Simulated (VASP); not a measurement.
# HfC in VASP: further runs, part 2 of 2

VASP 6.6.1. The steps go on from the part before.

### 5 Electric field gradients, LDA (equal xx and yy strain of +2 %)

File INCAR:

```
SYSTEM = HfC
PREC = Accurate
ENCUT = 520
EDIFF = 1E-8
ISMEAR = -1
SIGMA = 0.05
LREAL = .False.
LASPH = .True.
NELM = 100
ALGO = Normal
ISIF = 2
LWAVE = .False.
LCHARG = .False.
GGA = CA
LEFG = .True.
NBANDS = 14
```

File KPOINTS:

```
regular mesh
0
Gamma
  12 12 12
  0 0 0
```

File POSCAR:

```
HfC
1.0
    0.0000000000      2.3715000000      2.3250000000
    2.3715000000      0.0000000000      2.3250000000
    2.3715000000      2.3715000000      0.0000000000
Hf C
1 1
Direct
    0.5000000000      0.5000000000      0.5000000000
    0.0000000000      0.0000000000      0.0000000000
```

Potentials or basis: VASP PAW LDA potentials, release 64 (Hf_pv, C).

Run with:

```sh
cat potpaw_LDA.64/Hf_pv/POTCAR potpaw_LDA.64/C/POTCAR > POTCAR
mpirun -np 1 vasp_std > vasp.out
```

OUTCAR:

```text
SYSTEM = HfC
   PREC = Accurate
   ENCUT = 520
   EDIFF = 1E-8
   ISMEAR = -1
   LREAL = .False.
   LASPH = .True.
   NELM = 100
   ISIF = 2
   GGA = CA

 ion  position               nearest neighbor table
   1  0.500  0.500  0.500-   2 2.33   2 2.33   2 2.37   2 2.37   2 2.37   2 2.37
   2  0.000  0.000  0.000-   1 2.33   1 2.33   1 2.37   1 2.37   1 2.37   1 2.37

  LATTYP: Found a body centered tetragonal cell.
 ALAT       =     3.3538074632
 C/A-ratio  =     1.3864838847

  Lattice vectors:

[... 622 lines left out ...]
  ---------------------------------------------------
  free  energy   TOTEN  =       -22.7460793333 eV

  energy  without entropy=      -22.7438718050  energy(sigma->0) =      -22.74497557

 Electric field gradients (V/A^2)
---------------------------------------------------------------------
 ion       V_xx      V_yy      V_zz      V_xy      V_xz      V_yz
---------------------------------------------------------------------
   1      31.663    31.663   -63.325    -0.000    -0.000    -0.000
   2       1.534     1.534    -3.067    -0.000    -0.000    -0.000
---------------------------------------------------------------------

 Electric field gradients after diagonalization (V/A^2)
 (convention: |V_zz| > |V_xx| > |V_yy|)
----------------------------------------------------------------------
 ion       V_xx      V_yy      V_zz     asymmetry (V_yy - V_xx)/ V_zz
----------------------------------------------------------------------
   1      31.663    31.663   -63.325       0.000
   2       1.534     1.533    -3.067       0.000
----------------------------------------------------------------------

           NMR quadrupolar parameters

 Cq : quadrupolar parameter    Cq=e*Q*V_zz/h
 eta: asymmetry parameters     (V_yy - V_xx)/ V_zz
 Q  : nuclear electric quadrupole moment in mb (millibarn)
----------------------------------------------------------------------
 ion       Cq(MHz)       eta       Q (mb)
----------------------------------------------------------------------
   1      -0.153       0.000       1.000
   2      -0.007       0.000       1.000
----------------------------------------------------------------------
```

OSZICAR:

```text
N       E                     dE             d eps       ncg     rms          rms(c)
DAV:   1     0.207765428658E+02    0.20777E+02   -0.77348E+03  4580   0.976E+02
DAV:   2    -0.244063282555E+02   -0.45183E+02   -0.42368E+02  5912   0.198E+02
DAV:   3    -0.259653792908E+02   -0.15591E+01   -0.15538E+01  5470   0.266E+01
DAV:   4    -0.259731471893E+02   -0.77679E-02   -0.77672E-02  5424   0.233E+00
DAV:   5    -0.259732008062E+02   -0.53617E-04   -0.53617E-04  5524   0.174E-01    0.542E+01
DAV:   6    -0.228899713802E+02    0.30832E+01   -0.12835E+01  5128   0.182E+01    0.392E+01
DAV:   7    -0.227760823877E+02    0.11389E+00   -0.66096E-01  5848   0.539E+00    0.250E+01
DAV:   8    -0.227573817980E+02    0.18701E-01   -0.13248E-01  5596   0.250E+00    0.752E+00
DAV:   9    -0.227464734326E+02    0.10908E-01   -0.36562E-02  5164   0.106E+00    0.218E+00
DAV:  10    -0.227460856963E+02    0.38774E-03   -0.18266E-03  5742   0.305E-01    0.646E-02
DAV:  11    -0.227460798878E+02    0.58085E-05   -0.99194E-05  5362   0.793E-02    0.552E-02
DAV:  12    -0.227460796101E+02    0.27767E-06   -0.22646E-06  5820   0.119E-02    0.261E-02
DAV:  13    -0.227460793263E+02    0.28383E-06   -0.68142E-07  5206   0.442E-03    0.184E-03
DAV:  14    -0.227460793333E+02   -0.70249E-08   -0.40746E-08  5698   0.148E-03
   1 F= -.22746079E+02 E0= -.22744976E+02  d E =-.220753E-02
```

stdout:

```text
POSCAR found type information on POSCAR HfC
 POSCAR found :  2 types and       2 ions
 scaLAPACK will be used
 LDA part: xc-table for (Slater(with rela. corr.)+CA(PZ))
 , standard interpolation
 POSCAR, INCAR and KPOINTS ok, starting setup
 FFT: planning ... GRIDC
 FFT: planning ... GRID_SOFT
 FFT: planning ... GRID
 WAVECAR not read
 entering main loop
ion   1

ion   2
```

Wall time 95 s (1 thread of Intel Xeon 8259CL, shared host); peak memory 0.19 GiB.

What came out:

```
Free energy                             : -22.7461 eV
Pressure                                : -19.4 GPa
Band gap on the k mesh                  : zero (bands 7 and 8 overlap by 1.54 eV)
Largest electric field gradient by atom : Hf -63.3; C -3.1 V/Å²
```

Electric field gradients, principal values (V/Å²):
```csv
atom,least,middle,greatest (by size)
1 Hf,31.663,31.663,-63.325
2 C,1.533,1.534,-3.067
```

Caveat: the cell differs from its parent crystal (equal xx and yy strain of +2 %); the cell stands under tension; without QUAD_EFG the Cq values of the log hold for a quadrupole moment of 1 mb, not for the nuclei; spin-orbit coupling is left out, which moves the levels of the heavy elements.

### 6 Summary

| task | cell | k mesh for the DOS | occupations for the DOS | gap on the mesh (eV) | pressure (GPa) |
| --- | --- | --- | --- | --- | --- |
| electric field gradients | a = 3.288 Å, angles 60.0°, 2 atoms | - | - | none | -11.5 |
| single point | a = 3.288 Å, angles 60.0°, 2 atoms | 18 × 18 × 18 | tetrahedron | - | - |
| electric field gradients | a = 3.321, b = 3.321, c = 3.354 Å, angles 59.7, 59.7, 60.7°, 2 atoms | - | - | none | -19.4 |

Alike in all rows: level LDA; potentials or basis VASP PAW LDA potentials, release 64 (Hf_pv, C); no spin polarisation; k mesh 12 × 12 × 12; cutoff (eV) 520; smearing fermi-dirac 0.05 eV.

Caveats: spin-orbit coupling is left out, which moves the levels of the heavy elements; the cell stands under tension (at least some runs).

Absolute energies hang on the potentials; compare differences alone.
